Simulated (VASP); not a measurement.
# Ti5Si (P1) in VASP: further runs

The runs below take Ti5Si through single point, with PBEsol.

All numbers are computed with VASP 6.6.1; they aren't measurements. Logs are shortened: lines on timing, memory, paths and dates and some standing lists are left out, and cuts for length are marked.

## Step 1: The cell of the first run

The typed cell holds 6 atoms: a = 5.350 Å, b = 5.288 Å, c = 5.276 Å, α = 56.77°, β = 56.68°, γ = 57.43°.

## Step 2: Single point, PBEsol

The input, INCAR:

```
SYSTEM = Ti5Si
PREC = Accurate
ENCUT = 520
EDIFF = 1E-6
ISMEAR = 0
SIGMA = 0.1
LREAL = .FALSE.
LASPH = .TRUE.
NELM = 80
ALGO = Normal
ISIF = 2
LWAVE = .FALSE.
LCHARG = .FALSE.
GGA = PS
NBANDS = 41
```

The input, KPOINTS:

```
regular mesh
0
G
  1 1 1
  0 0 0
```

The input, POSCAR:

```
Ti5Si
1.0
    2.5881446878      1.4632273258      4.4483080099
   -2.5230840997      1.4504458811      4.4155398125
    0.0214612383     -2.8797452988      4.4207959760
Ti Si
5 1
Direct
    0.1536244382      0.1798274727      0.1474436636
    0.6026145207      0.3887407449      0.0293315758
   -0.0331386840      0.6294481188      0.4008227114
    0.8265757420      0.8522278747      0.8467902262
    0.4015611026     -0.0222253565      0.6210530498
    0.5150708304      0.4990478380      0.4830431954
```

Potentials or basis: VASP PAW PBE potentials, release 64 (Ti_sv, Si).

Launch:

```sh
$ cat potpaw_PBE.64/Ti_sv/POTCAR potpaw_PBE.64/Si/POTCAR > POTCAR
$ mpirun -np 1 vasp_gam > vasp.out
```

OUTCAR:

```text
SYSTEM = Ti5Si
   PREC = Accurate
   ENCUT = 520
   EDIFF = 1E-6
   ISMEAR = 0
   LREAL = .FALSE.
   LASPH = .TRUE.
   NELM = 80
   ISIF = 2
   GGA = PS

 ion  position               nearest neighbor table
   1  0.154  0.180  0.147-   2 2.80   3 2.81   2 2.84   6 2.84   5 2.88   5 2.89   4 2.90   6 2.91
                             4 2.92   6 3.02
   2  0.603  0.389  0.029-   6 2.51   5 2.65   5 2.66   3 2.71   4 2.77   3 2.79   1 2.80   1 2.84
                             6 2.87   4 2.91
   3  0.967  0.629  0.401-   5 2.53   6 2.61   2 2.71   4 2.76   2 2.79   1 2.81   6 2.86   4 2.86

   4  0.827  0.852  0.847-   5 2.74   3 2.76   2 2.77   6 2.81   3 2.86   6 2.89   1 2.90   2 2.91
                             1 2.92
   5  0.402  0.978  0.621-   3 2.53   2 2.65   2 2.66   6 2.68   4 2.74   6 2.76   1 2.88   1 2.89

   6  0.515  0.499  0.483-   2 2.51   3 2.61   5 2.68   5 2.76   4 2.81   1 2.84   3 2.86   2 2.87
                             4 2.89   1 2.91   1 3.02

  LATTYP: Found a triclinic cell.
 ALAT       =     5.0224788958
 B/A-ratio  =     1.0176946309
 C/A-ratio  =     1.0504896382
 COS(alpha) =     0.0080743524
 COS(beta)  =     0.4735173296
 COS(gamma) =     0.5044701556

  Lattice vectors:

 A1 = (   2.5445453380,  -4.3301911799,   0.0052561635)
 A2 = (   5.1112287875,   0.0127814447,   0.0327681974)
 A3 = (   0.0214612383,  -2.8797452988,   4.4207959760)

Analysis of symmetry for initial positions (statically):
=====================================================================
 Subroutine PRICEL returns:
 Original cell was already a primitive cell.

 Routine SETGRP: Setting up the symmetry group for a
 triclinic supercell.

 Subroutine GETGRP returns: Found  1 space group operations
 (whereof  1 operations were pure point group operations)
 out of a pool of  2 trial point group operations.

The static configuration has the point symmetry C_1 .

Analysis of symmetry for dynamics (positions and initial velocities):
=====================================================================
 Subroutine PRICEL returns:
 Original cell was already a primitive cell.

 Routine SETGRP: Setting up the symmetry group for a
 triclinic supercell.

 Subroutine GETGRP returns: Found  1 space group operations
 (whereof  1 operations were pure point group operations)
 out of a pool of  2 trial point group operations.

The dynamic configuration has the point symmetry C_1 .

 Subroutine INISYM returns: Found  1 space group operations
 (whereof  1 operations are pure point group operations),
 and found     1 'primitive' translations

----------------------------------------------------------------------------------------

                                     Primitive cell

  volume of cell :      98.1472

  direct lattice vectors                    reciprocal lattice vectors
     2.588144688  1.463227326  4.448308010     0.194888490  0.114611578  0.073712881
    -2.523084100  1.450445881  4.415539812    -0.196425653  0.115603868  0.076258944
     0.021461238 -2.879745299  4.420795976     0.000090767 -0.230791262  0.075863714

  length of vectors
     5.350417861  5.288358768  5.276062038     0.237804386  0.240338757  0.242940153

  position of ions in fractional coordinates (direct lattice)
     0.153624438  0.179827473  0.147443664
     0.602614521  0.388740745  0.029331576
     0.966861316  0.629448119  0.400822711
     0.826575742  0.852227875  0.846790226
     0.401561103  0.977774643  0.621053050
     0.515070830  0.499047838  0.483043195

  ion indices of the primitive-cell ions
   primitive index   ion index
                 1           1
                 2           2
                 3           3
                 4           4
                 5           5
                 6           6

----------------------------------------------------------------------------------------

 KPOINTS: regular mesh

Automatic generation of k-mesh.
 Grid dimensions read from file:
 generate k-points for:    1    1    1

 Generating k-lattice:

  Cartesian coordinates                     Fractional coordinates (reciprocal lattice)
     0.194888490  0.114611578  0.073712881     1.000000000  0.000000000 -0.000000000
    -0.196425653  0.115603868  0.076258944     0.000000000  1.000000000  0.000000000
     0.000090767 -0.230791262  0.075863714     0.000000000  0.000000000  1.000000000

  Length of vectors
     0.237804386  0.240338757  0.242940153

  Shift w.r.t. Gamma in fractional coordinates (k-lattice)
     0.000000000  0.000000000  0.000000000

 Subroutine IBZKPT returns following result:
 ===========================================

 Found      1 irreducible k-points:

 Following reciprocal coordinates:
            Coordinates               Weight
  0.000000  0.000000  0.000000      1.000000
   k-points           NKPTS =      1   k-points in BZ     NKDIM =      1   number of bands    NBANDS=     41
   number of dos      NEDOS =    301   number of ions     NIONS =      6
   total plane-waves  NPLWV =  64000
   dimension x,y,z NGX =    40 NGY =   40 NGZ =   40
   dimension x,y,z NGXF=    80 NGYF=   80 NGZF=   80
   ions per type =               5   1
   NGX,Y,Z   is equivalent  to a cutoff of  12.43, 12.57, 12.60 a.u.
   NGXF,Y,Z  is equivalent  to a cutoff of  24.86, 25.15, 25.21 a.u.
 SYSTEM =  Ti5Si
   PREC   = accura    normal or accurate (medium, high low for compatibility)
   ISTART =      0    job   : 0-new  1-cont  2-samecut
   ICHARG =      2    charge: 1-file 2-atom 10-const
   ISPIN  =      1    spin polarized calculation?
   LNONCOLLINEAR =      F non collinear calculations
   LSORBIT =      F    spin-orbit coupling
   LASPH  =      T    aspherical Exc in radial PAW
   ENCUT  =  520.0 eV  38.22 Ry    6.18 a.u.   9.95  9.83  9.81*2*pi/ulx,y,z
   NELM   =     80;   NELMIN=  2; NELMDL= -5     # of ELM steps
   EDIFF  = 0.1E-05   stopping-criterion for ELM
   LREAL  =      F    real-space projection
   EDIFFG = 0.1E-04   stopping-criterion for IOM
   NSW    =      0    number of steps for IOM
   IBRION =     -1    ionic relax: 0-MD 1-quasi-New 2-CG
   NFREE  =      0    steps in history (QN), initial steepest desc. (CG)
   ISIF   =      2    stress and relaxation
   ISYM   =      2    0-nonsym 1-usesym 2-fastsym
   POTIM  = 0.5000    time-step for ionic-motion
   TEBEG  =    0.0;   TEEND  =   0.0 temperature during run
   PSTRESS=    0.0 pullay stress
   NELECT =      64.0000    total number of electrons
   NUPDOWN=      -1.0000    fix difference up-down
   EMIN   =  10.00;   EMAX   =-10.00  energy-range for DOS
   EFERMI =   0.00;   METHOD = LEGACY
   ISMEAR =     0;   SIGMA  =   0.10  broadening in eV -4-tet -1-fermi 0-gaus
   EFERMI_NEDOS =   21; number of points for ismear=-14 and -15
   IALGO  =     38    algorithm
   IMIX   =      4    mixing-type and parameters
     AMIX     =   0.40;   BMIX     =  1.00
     AMIX_MAG =   1.60;   BMIX_MAG =  1.00
  volume/ion in A,a.u.               =      16.36       110.39
  Fermi-wavevector in a.u.,A,eV,Ry     =   1.419631  2.682714 27.420541  2.015353
  Thomas-Fermi vector in A             =   2.540631
   LORBIT       =      0    0 simple, 1 ext, 2 COOP (PROOUT), +10 PAW based schemes
   GGA     = PS    functional components
   LHFCALC =     F    Hartree Fock is set to
   AEXX    =    0.0000 exact exchange contribution
   IVDW    =     0    specifies the selected vdW correction
   LEPSILON=     F    determine dielectric tensor
   LRPA    =     F    only Hartree local field effects (RPA)
 non-spin polarized calculation
 Gauss-broadening in eV      SIGMA  =   0.10
  energy-cutoff  :      520.00
  volume of cell :       98.15
 maximum number of plane-waves:      1333
 NGX is ok and might be reduce to    40
   NGX = 19   NGY = 19   NGZ = 19

 number of electron      64.0000000 magnetization

 Free energy of the ion-electron system (eV)
  ---------------------------------------------------
  ext. energy  EPLUGINS =         0.00000000
  ---------------------------------------------------
  free energy    TOTEN  =       -45.40190321 eV

  energy without entropy =      -45.32081773  energy(sigma->0) =      -45.36136047

 E-fermi :   8.4739     XC(G=0): -11.6985

 val. band max:        8.4164304987   @ k =   0.0000   0.0000   0.0000
 cond. band min:       8.5314020313   @ k =   0.0000   0.0000   0.0000
 fundamental gap:      0.1149715326
 Fermi energy:         8.4739160788

 k-point     1 :       0.0000    0.0000    0.0000
  band No.  band energies     occupation
      1     -47.9354      2.00000
      2     -47.8397      2.00000
      3     -47.7261      2.00000
      4     -47.5974      2.00000
      5     -47.5251      2.00000
      6     -24.5763      2.00000
      7     -24.4797      2.00000
      8     -24.4361      2.00000
      9     -24.3829      2.00000
     10     -24.3797      2.00000
     11     -24.3032      2.00000
     12     -24.1961      2.00000
     13     -24.1573      2.00000
     14     -24.0634      2.00000
     15     -23.9568      2.00000
     16     -23.9184      2.00000
     17     -23.8284      2.00000
     18     -23.8107      2.00000
     19     -23.6038      2.00000
     20     -23.5704      2.00000
     21      -0.0906      2.00000
     22       5.0107      2.00000
     23       5.8632      2.00000
     24       6.0145      2.00000
     25       6.9999      2.00000
     26       7.1621      2.00000
     27       7.4215      2.00000
     28       7.6497      2.00000
     29       7.7226      2.00000
     30       7.7600      2.00000
     31       8.0273      2.00000
     32       8.4164      1.58376
     33       8.5314      0.41623
     34       8.8041      0.00000
     35       9.2838      0.00000
     36       9.8507      0.00000
     37       9.8728      0.00000
     38      10.0400      0.00000
     39      10.2084      0.00000
     40      10.2891      0.00000
     41      10.5499      0.00000

------------------------ aborting loop because EDIFF is reached ----------------------------------------

  FORCE on cell =-STRESS in cart. coord.  units (eV):
  Direction    XX          YY          ZZ          XY          YZ          ZX
  --------------------------------------------------------------------------------------
  -------------------------------------------------------------------------------------
  Total        1.3592071      0.0283347     -1.3556294      2.1339400     -1.8480963     -1.0696029
  in kB       22.1880116      0.4625423    -22.1296095     34.8349323    -30.1687535    -17.4604462
  external PRESSURE =       0.1736481 kB  Pullay stress =       0.0000000 kB

 VOLUME and BASIS-vectors are now :
 -----------------------------------------------------------------------------
  energy-cutoff  :      520.00
  volume of cell :       98.15
      direct lattice vectors                 reciprocal lattice vectors
     2.588144688  1.463227326  4.448308010     0.194888490  0.114611578  0.073712881
    -2.523084100  1.450445881  4.415539812    -0.196425653  0.115603868  0.076258944
     0.021461238 -2.879745299  4.420795976     0.000090767 -0.230791262  0.075863714

 POSITION                                       TOTAL-FORCE (eV/Angst)
 -----------------------------------------------------------------------------------
     -0.05295      0.06102      2.12922        -0.604554      0.402231     -1.612257
      0.57946      1.36114      4.52678         1.085489      0.339189     -0.826915
      0.92283      1.17345      8.85221         1.660024      0.971839      0.561585
      0.00723      0.00704     11.18340         0.302164     -0.353623      1.850019
     -1.41438      0.21731      8.84922        -2.015506     -0.516310     -0.320000
      0.08430      0.08647      6.63019        -0.427616     -0.843325      0.347568
 -----------------------------------------------------------------------------------
    total drift:                               -0.000039      0.000185      0.000418

  FREE ENERGIE OF THE ION-ELECTRON SYSTEM (eV)
  ---------------------------------------------------
  free  energy   TOTEN  =       -45.4019032066 eV

  energy  without entropy=      -45.3208177261  energy(sigma->0) =      -45.36136047
```

Wall time 23 s (1 thread of Intel Xeon Platinum 8259CL at 2.50GHz (Skylake/Cascade Lake), shared host); peak memory 0.22 GiB.

Results:

- Free energy: -45.4019 eV
- Pressure: 0.0 GPa
- Largest force: 2.105 eV/Å

Forces in eV/Å, atoms in the order of the input:
```
Ti  -0.605  0.402 -1.612
Ti   1.085  0.339 -0.827
Ti   1.660  0.972  0.562
Ti   0.302 -0.354  1.850
Ti  -2.016 -0.516 -0.320
Si  -0.428 -0.843  0.348
```

Levels at points of the mesh, in eV from the Fermi level:
| k point | band 30 | band 31 | band 32 | band 33 | band 34 | band 35 |
| --- | --- | --- | --- | --- | --- | --- |
| (0.00, 0.00, 0.00) | -0.71 | -0.45 | -0.06 | 0.06 | 0.33 | 0.81 |

Caveat: the k points lie up to 1.53 Å⁻¹ apart; the PAW data sets were made with another functional, which shifts forces and pressure a little.

## Step 3: Single point, PBEsol

The input, INCAR:

```
ALGO = Fast
EDIFF = 1E-6
ENCUT = 520
GGA = PS
ISIF = 2
ISMEAR = 0
LASPH = T
LCHARG = F
LREAL = F
LWAVE = F
NBANDS = 41
NELM = 60
PREC = Accurate
SIGMA = 0.1
```

The input, KPOINTS:

```
k-points
0
Gamma
  2 2 2
```

POSCAR is that of step 2.

Potentials or basis: VASP PAW PBE potentials, release 64 (Ti_sv, Si).

Launch:

```sh
$ cat potpaw_PBE.64/Ti_sv/POTCAR potpaw_PBE.64/Si/POTCAR > POTCAR
$ mpirun -np 1 vasp_std > vasp.out
```

Wall time 2.8 min (1 thread of Intel Xeon Platinum 8259CL at 2.50GHz (Skylake/Cascade Lake), shared host); peak memory 0.24 GiB.

The run converged. Its results:

- Free energy: -48.9867 eV
- Pressure: -2.3 GPa
- Largest force: 1.768 eV/Å
- Band gap on the k mesh: zero (bands 32 and 33 overlap by 0.36 eV)

Forces on the atoms (eV/Å):
```
Ti   0.015  0.040 -0.779
Ti   0.464  0.589 -1.126
Ti   1.568  0.541  0.611
Ti   0.043 -0.088  1.090
Ti  -1.597 -0.153 -0.202
Si  -0.493 -0.929  0.406
```

Stress tensor (GPa, compression positive):
```
-4.86  3.03 -1.45
 3.03 -2.36 -1.74
-1.45 -1.74  0.31
```

Levels at points of the mesh, in eV from the Fermi level:
```
           k point  band 30  band 31  band 32  band 33  band 34  band 35
(0.00, 0.00, 0.00)    -0.92    -0.66    -0.27    -0.13     0.15     0.61
(0.50, 0.00, 0.00)    -0.83    -0.57     0.10     0.38     0.57     0.74
(0.00, 0.50, 0.00)    -0.88    -0.68     0.03     0.26     0.34     0.73
(0.50, 0.50, 0.00)    -0.81    -0.40    -0.14    -0.05     0.46     0.64
(0.00, 0.00, 0.50)    -0.80    -0.63     0.23     0.28     0.39     0.66
(0.50, 0.00, 0.50)    -0.56    -0.44    -0.12     0.06     0.53     0.63
(0.00, 0.50, 0.50)    -0.78    -0.42    -0.12    -0.07     0.49     0.68
(0.50, 0.50, 0.50)    -0.77    -0.62    -0.11     0.29     0.44     0.56
```

Caveat: the k points lie up to 0.76 Å⁻¹ apart; the PAW data sets were made with another functional, which shifts forces and pressure a little.
